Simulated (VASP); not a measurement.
# Mo2Br (P6_3/mmc) in VASP: single point with PBE

Aim: the single point of Mo2Br with PBE.

All numbers are computed with VASP 6.6.1; they aren't measurements. Logs are shortened: lines on timing, memory, paths and dates and some standing lists are left out, and cuts for length are marked.

**1. The cell of the first run**

It takes space group P6_3/mmc (No. 194, hexagonal). Conventional cell: a = 3.280 Å, b = 3.280 Å, c = 12.552 Å, α = 90.00°, β = 90.00°, γ = 120.00°. Within 3.3 Å of Mo (site symmetry 3m) lie 9 Mo at 2.47 to 3.28 Å and 3 Br at 3.02 Å. Br (site symmetry -6m2) has 6 Mo at 3.02 Å and 6 Br at 3.28 Å within 4.0 Å.

**2. Single point, PBE**

File INCAR:

```
SYSTEM = Mo2Br
PREC = Accurate
ENCUT = 520
EDIFF = 1E-7
ISMEAR = 0
SIGMA = 0.1
LREAL = .False.
LASPH = .True.
NELM = 60
ALGO = Normal
ISIF = 2
LWAVE = .False.
LCHARG = .False.
GGA = PE
NBANDS = 44
```

File KPOINTS:

```
Automatic mesh
0
Gamma
  12 12 4
  0 0 0
```

File POSCAR:

```
Mo2Br
1.0
    3.2796500611      0.0000000000      0.0000000000
   -1.6398250305      2.8402602684      0.0000000000
    0.0000000000      0.0000000000     12.5518486329
Mo Br
4 2
Direct
    0.3333333333      0.6666666667      0.0630520192
    0.6666666667      0.3333333333      0.5630520192
    0.3333333333      0.6666666667      0.4369479808
    0.6666666667      0.3333333333      0.9369479808
    0.0000000000      0.0000000000      0.2500000000
    0.0000000000      0.0000000000      0.7500000000
```

Potentials or basis: VASP PAW PBE potentials, release 64 (Mo_sv, Br).

Started as:

```bash
cat potpaw_PBE.64/Mo_sv/POTCAR potpaw_PBE.64/Br/POTCAR > POTCAR
mpirun -np 1 vasp_std > vasp.out
```

OUTCAR:

```text
SYSTEM = Mo2Br
   PREC = Accurate
   ENCUT = 520
   EDIFF = 1E-7
   ISMEAR = 0
   LREAL = .False.
   LASPH = .True.
   NELM = 60
   ISIF = 2
   GGA = PE

 ion  position               nearest neighbor table
   1  0.333  0.667  0.063-   4 2.47   4 2.47   4 2.47   5 3.02   5 3.02   5 3.02
   2  0.667  0.333  0.563-   3 2.47   3 2.47   3 2.47   6 3.02   6 3.02   6 3.02
   3  0.333  0.667  0.437-   2 2.47   2 2.47   2 2.47   5 3.02   5 3.02   5 3.02
   4  0.667  0.333  0.937-   1 2.47   1 2.47   1 2.47   6 3.02   6 3.02   6 3.02
   5  0.000  0.000  0.250-   1 3.02   3 3.02   1 3.02   3 3.02   1 3.02   3 3.02
   6  0.000  0.000  0.750-   2 3.02   4 3.02   2 3.02   4 3.02   2 3.02   4 3.02

  LATTYP: Found a hexagonal cell.
 ALAT       =     3.2796500611
 C/A-ratio  =     3.8271914378

  Lattice vectors:

 A1 = (   3.2796500611,   0.0000000000,   0.0000000000)
 A2 = (  -1.6398250305,   2.8402602684,   0.0000000000)
 A3 = (   0.0000000000,   0.0000000000,  12.5518486329)

Analysis of symmetry for initial positions (statically):
=====================================================================
 Subroutine PRICEL returns:
 Original cell was already a primitive cell.

 Routine SETGRP: Setting up the symmetry group for a
 hexagonal supercell.

 Subroutine GETGRP returns: Found 24 space group operations
 (whereof 12 operations were pure point group operations)
 out of a pool of 24 trial point group operations.

The static configuration has the point symmetry D_3d.
 The point group associated with its full space group is D_6h.

Analysis of symmetry for dynamics (positions and initial velocities):
=====================================================================
 Subroutine PRICEL returns:
 Original cell was already a primitive cell.

 Routine SETGRP: Setting up the symmetry group for a
 hexagonal supercell.

 Subroutine GETGRP returns: Found 24 space group operations
 (whereof 12 operations were pure point group operations)
 out of a pool of 24 trial point group operations.

The dynamic configuration has the point symmetry D_3d.
 The point group associated with its full space group is D_6h.

 Subroutine INISYM returns: Found 24 space group operations
 (whereof 12 operations are pure point group operations),
 and found     1 'primitive' translations

----------------------------------------------------------------------------------------

                                     Primitive cell

  volume of cell :     116.9212

  direct lattice vectors                    reciprocal lattice vectors
     3.279650061  0.000000000  0.000000000     0.304910579  0.176040205  0.000000000
    -1.639825030  2.840260268  0.000000000     0.000000000  0.352080410  0.000000000
     0.000000000  0.000000000 12.551848633     0.000000000  0.000000000  0.079669539

  length of vectors
     3.279650061  3.279650061 12.551848633     0.352080410  0.352080410  0.079669539

  position of ions in fractional coordinates (direct lattice)
     0.333333333  0.666666667  0.063052019
     0.666666667  0.333333333  0.563052019
     0.333333333  0.666666667  0.436947981
     0.666666667  0.333333333  0.936947981
     0.000000000  0.000000000  0.250000000
     0.000000000  0.000000000  0.750000000

  ion indices of the primitive-cell ions
   primitive index   ion index
                 1           1
                 2           2
                 3           3
                 4           4
                 5           5
                 6           6

----------------------------------------------------------------------------------------

 KPOINTS: Automatic mesh

Automatic generation of k-mesh.
 Grid dimensions read from file:
 generate k-points for:   12   12    4

 Generating k-lattice:

  Cartesian coordinates                     Fractional coordinates (reciprocal lattice)
     0.025409215  0.014670017  0.000000000     0.083333333 -0.000000000  0.000000000
     0.000000000  0.029340034  0.000000000     0.000000000  0.083333333  0.000000000
     0.000000000  0.000000000  0.019917385     0.000000000  0.000000000  0.250000000

  Length of vectors
     0.029340034  0.029340034  0.019917385

  Shift w.r.t. Gamma in fractional coordinates (k-lattice)
     0.000000000  0.000000000  0.000000000

 Subroutine IBZKPT returns following result:
 ===========================================

 Found     57 irreducible k-points:

 Following reciprocal coordinates:
            Coordinates               Weight
  0.000000  0.000000  0.000000      1.000000
  0.083333 -0.000000  0.000000      6.000000
  0.166667 -0.000000  0.000000      6.000000
  0.250000 -0.000000  0.000000      6.000000
  0.333333 -0.000000  0.000000      6.000000
  0.416667 -0.000000  0.000000      6.000000
[... 16 lines left out ...]
  0.250000 -0.000000  0.250000     12.000000
  0.333333 -0.000000  0.250000     12.000000
 [... further k-points ...]
   k-points           NKPTS =     57   k-points in BZ     NKDIM =     57   number of bands    NBANDS=     44
   number of dos      NEDOS =    301   number of ions     NIONS =      6
   total plane-waves  NPLWV =  55296
   dimension x,y,z NGX =    24 NGY =   24 NGZ =   96
   dimension x,y,z NGXF=    48 NGYF=   48 NGZF=  192
   ions per type =               4   2
   NGX,Y,Z   is equivalent  to a cutoff of  12.17, 12.17, 12.71 a.u.
   NGXF,Y,Z  is equivalent  to a cutoff of  24.33, 24.33, 25.43 a.u.
 SYSTEM =  Mo2Br
   PREC   = accura    normal or accurate (medium, high low for compatibility)
   ISTART =      0    job   : 0-new  1-cont  2-samecut
   ICHARG =      2    charge: 1-file 2-atom 10-const
   ISPIN  =      1    spin polarized calculation?
   LNONCOLLINEAR =      F non collinear calculations
   LSORBIT =      F    spin-orbit coupling
   LASPH  =      T    aspherical Exc in radial PAW
   ENCUT  =  520.0 eV  38.22 Ry    6.18 a.u.   6.10  6.10 23.34*2*pi/ulx,y,z
   NELM   =     60;   NELMIN=  2; NELMDL= -5     # of ELM steps
   EDIFF  = 0.1E-06   stopping-criterion for ELM
   LREAL  =      F    real-space projection
   EDIFFG = 0.1E-05   stopping-criterion for IOM
   NSW    =      0    number of steps for IOM
   IBRION =     -1    ionic relax: 0-MD 1-quasi-New 2-CG
   NFREE  =      0    steps in history (QN), initial steepest desc. (CG)
   ISIF   =      2    stress and relaxation
   ISYM   =      2    0-nonsym 1-usesym 2-fastsym
   POTIM  = 0.5000    time-step for ionic-motion
   TEBEG  =    0.0;   TEEND  =   0.0 temperature during run
   PSTRESS=    0.0 pullay stress
   NELECT =      70.0000    total number of electrons
   NUPDOWN=      -1.0000    fix difference up-down
   EMIN   =  10.00;   EMAX   =-10.00  energy-range for DOS
   EFERMI =   0.00;   METHOD = LEGACY
   ISMEAR =     0;   SIGMA  =   0.10  broadening in eV -4-tet -1-fermi 0-gaus
   EFERMI_NEDOS =   21; number of points for ismear=-14 and -15
   IALGO  =     38    algorithm
   IMIX   =      4    mixing-type and parameters
     AMIX     =   0.40;   BMIX     =  1.00
     AMIX_MAG =   1.60;   BMIX_MAG =  1.00
  volume/ion in A,a.u.               =      19.49       131.50
  Fermi-wavevector in a.u.,A,eV,Ry     =   1.379780  2.607405 25.902661  1.903792
  Thomas-Fermi vector in A             =   2.504718
   LORBIT       =      0    0 simple, 1 ext, 2 COOP (PROOUT), +10 PAW based schemes
   GGA     = PE    functional components
   LHFCALC =     F    Hartree Fock is set to
   AEXX    =    0.0000 exact exchange contribution
   IVDW    =     0    specifies the selected vdW correction
   LEPSILON=     F    determine dielectric tensor
   LRPA    =     F    only Hartree local field effects (RPA)
 non-spin polarized calculation
 Gauss-broadening in eV      SIGMA  =   0.10
  energy-cutoff  :      520.00
  volume of cell :      116.92
 maximum number of plane-waves:      3210
   NGX = 13   NGY = 13   NGZ = 47

 number of electron      70.0000000 magnetization

 Free energy of the ion-electron system (eV)
  ---------------------------------------------------
  ext. energy  EPLUGINS =         0.00000000
  ---------------------------------------------------
  free energy    TOTEN  =       -44.82647536 eV

  energy without entropy =      -44.81651166  energy(sigma->0) =      -44.82149351

 E-fermi :   8.4855     XC(G=0): -11.5059

 val. band max:        8.4601559738   @ k =   0.5000  -0.0000   0.2500
 cond. band min:       8.5178915544   @ k =   0.4167   0.1667   0.5000
 fundamental gap:      0.0577355806
 Fermi energy:         8.4854573299

 k-point     1 :       0.0000    0.0000    0.0000
  band No.  band energies     occupation
      1     -52.6814      2.00000
      2     -52.6813      2.00000
      3     -52.1924      2.00000
      4     -52.1924      2.00000
      5     -27.1361      2.00000
      6     -27.1338      2.00000
[... 36 lines left out ...]
     43      10.9355      0.00000
     44      11.6282      0.00000

 k-point     2 :       0.0833   -0.0000    0.0000
  band No.  band energies     occupation
      1     -52.6725      2.00000
      2     -52.6725      2.00000
      3     -52.1983      2.00000
      4     -52.1983      2.00000
      5     -27.1401      2.00000
      6     -27.1379      2.00000
[... 36 lines left out ...]
     43      11.1289      0.00000
     44      11.6782      0.00000

 k-point     3 :       0.1667   -0.0000    0.0000
  band No.  band energies     occupation
      1     -52.6471      2.00000
      2     -52.6471      2.00000
      3     -52.2157      2.00000
      4     -52.2157      2.00000
      5     -27.1532      2.00000
      6     -27.1514      2.00000
[... 36 lines left out ...]
     43      10.9830      0.00000
     44      11.7036      0.00000

 k-point     4 :       0.2500   -0.0000    0.0000
  band No.  band energies     occupation
      1     -52.6082      2.00000
      2     -52.6082      2.00000
      3     -52.2435      2.00000
      4     -52.2435      2.00000
      5     -27.1774      2.00000
      6     -27.1761      2.00000
[... 882 lines left out ...]
     43      11.0723      0.00000
     44      11.6865      0.00000

 k-point    23 :       0.2500   -0.0000    0.2500
  band No.  band energies     occupation
      1     -52.6082      2.00000
      2     -52.6082      2.00000
      3     -52.2435      2.00000
      4     -52.2435      2.00000
      5     -27.1772      2.00000
      6     -27.1763      2.00000
[... 36 lines left out ...]
     43      11.0365      0.00000
     44      11.7086      0.00000

 k-point    24 :       0.3333   -0.0000    0.2500
  band No.  band energies     occupation
      1     -52.5616      2.00000
      2     -52.5615      2.00000
      3     -52.2791      2.00000
      4     -52.2791      2.00000
      5     -27.2137      2.00000
      6     -27.2131      2.00000
[... 36 lines left out ...]
     43      10.8077      0.00000
     44      11.3652      0.00000

 [... further k-points ...]
[... 5 lines left out ...]
  --------------------------------------------------------------------------------------
  -------------------------------------------------------------------------------------
  Total        0.2095389      0.2095389      0.2966455      0.0000000      0.0000000      0.0000000
  in kB        2.8713216      2.8713216      4.0649476      0.0000000      0.0000000      0.0000000
  external PRESSURE =       3.2691969 kB  Pullay stress =       0.0000000 kB

 VOLUME and BASIS-vectors are now :
 -----------------------------------------------------------------------------
  energy-cutoff  :      520.00
  volume of cell :      116.92
      direct lattice vectors                 reciprocal lattice vectors
     3.279650061  0.000000000  0.000000000     0.304910579  0.176040205  0.000000000
    -1.639825030  2.840260268  0.000000000     0.000000000  0.352080410  0.000000000
     0.000000000  0.000000000 12.551848633     0.000000000  0.000000000  0.079669539

 POSITION                                       TOTAL-FORCE (eV/Angst)
 -----------------------------------------------------------------------------------
     -0.00000      1.89351      0.79142         0.000000      0.000000      0.076268
      1.63983      0.94675      7.06734        -0.000000      0.000000      0.076268
     -0.00000      1.89351      5.48450         0.000000     -0.000000     -0.076268
      1.63983      0.94675     11.76043        -0.000000     -0.000000     -0.076268
      0.00000      0.00000      3.13796         0.000000     -0.000000      0.000000
      0.00000      0.00000      9.41389        -0.000000      0.000000      0.000000
 -----------------------------------------------------------------------------------
    total drift:                               -0.000000      0.000000      0.000000

  FREE ENERGIE OF THE ION-ELECTRON SYSTEM (eV)
  ---------------------------------------------------
  free  energy   TOTEN  =       -44.8264753628 eV

  energy  without entropy=      -44.8165116554  energy(sigma->0) =      -44.82149351
```

It took 2.9 min on 1 thread of Intel Xeon Platinum 8375C at 2.90GHz (Ice Lake), shared host; peak memory 0.36 GiB.

Results:

| Item | Value |
| --- | --- |
| Free energy | -44.8265 eV |
| Pressure | 0.3 GPa |
| Largest force | 0.076 eV/Å |
| Band gap on the k mesh | zero (band 35 reaches 9.50 eV, above the bottom of band 36 at 7.18 eV) |

Forces on the atoms (eV/Å):
```
Mo   0.000  0.000  0.076
Mo   0.000  0.000  0.076
Mo   0.000  0.000 -0.076
Mo   0.000  0.000 -0.076
Br   0.000  0.000  0.000
Br   0.000  0.000  0.000
```
